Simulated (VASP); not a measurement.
Wanted: the native input for a VASP 6.6.1 run.

```
Task                   : relaxation of cell and atoms
Functional             : r2SCAN
Potentials or basis    : VASP PAW PBE potentials, release 64 (Ir_sv_GW)
Cutoff                 : 620 eV
k mesh                 : 14 × 14 × 14
Occupations            : fermi-dirac, width 0.1 eV
Spin                   : no spin polarisation
Dipole correction      : no
Further INCAR settings : ALGO = Normal; EDIFF = 1e-07; IBRION = 2; EDIFFG = -0.01; NSW = 80; ISIF = 3
```

The system is Ir.

```xyz
1
Lattice="-1.5237 1.5237 1.5237 1.5237 -1.5237 1.5237 1.5237 1.5237 -1.5237" Properties=species:S:1:pos:R:3 pbc="T T T"
Ir    0.0000    0.0000    0.0000
```

This isn't the form of Ir at room conditions, which is fcc.

These files were run (other wordings do the same):

POSCAR

```
Ir
1.0
   -1.5236668997      1.5236668997      1.5236668997
    1.5236668997     -1.5236668997      1.5236668997
    1.5236668997      1.5236668997     -1.5236668997
Ir
1
Direct
    0.0000000000      0.0000000000      0.0000000000
```

INCAR.step1

```
SYSTEM = Ir
  ALGO = Normal
  EDIFF = 1E-5
  EDIFFG = -0.005
  ENCUT = 620
  GGA = PE
  GGA_COMPAT = .False.
  IBRION = 2
  ISIF = 3
  ISMEAR = -1
  LASPH = .True.
  LCHARG = .False.
  LREAL = .False.
  LWAVE = .True.
  NELM = 120
  NELMIN = 4
  NSW = 100
  PREC = Accurate
  SIGMA = 0.1
```

INCAR.step2

```
SYSTEM = Ir
  ALGO = Normal
  EDIFF = 1E-7
  EDIFFG = -0.01
  ENCUT = 620
  GGA_COMPAT = .False.
  IBRION = 2
  ISIF = 3
  ISMEAR = -1
  ISTART = 1
  LASPH = .True.
  LCHARG = .False.
  LMIXTAU = .True.
  LREAL = .False.
  LWAVE = .False.
  METAGGA = R2SCAN
  NELM = 120
  NELMIN = 4
  NSW = 80
  PREC = Accurate
  SIGMA = 0.1
```

KPOINTS

```
k-points
0
Gamma
  14 14 14
  0 0 0
```

Potentials or basis: VASP PAW PBE potentials, release 64 (Ir_sv_GW).

Command:

```sh
$ cat potpaw_PBE.64/Ir_sv_GW/POTCAR > POTCAR
$ cp INCAR.step1 INCAR
$ mpirun -np 1 vasp_std > vasp.out
$ cp INCAR.step2 INCAR
$ mpirun -np 1 vasp_std > vasp.out
```

It gave:

```
Relaxed volume                        : 14.68 Å³/atom
Relaxed cell                          : a = 2.672 Å, b = 2.672 Å, c = 2.672 Å, α = 109.47°, β = 109.47°, γ = 109.47°
Space group after relaxing (to 0.1 Å) : Im-3m (No. 229)
Energy gained by relaxing             : 22.0 meV/atom
Ionic steps                           : 4
Pressure after relaxing               : -0.1 GPa
Band gap on the k mesh                : zero (an odd number of electrons rules out a gap without spin polarisation)
```

Caveat: the PAW data sets were made with another functional, which shifts forces and pressure a little; spin-orbit coupling is left out, which moves the levels of the heavy elements.

Wall time 6.7 min on 1 thread of AMD EPYC 9R45 96-Core Processor (Zen 5), on a shared host, peak memory 0.14 GiB.
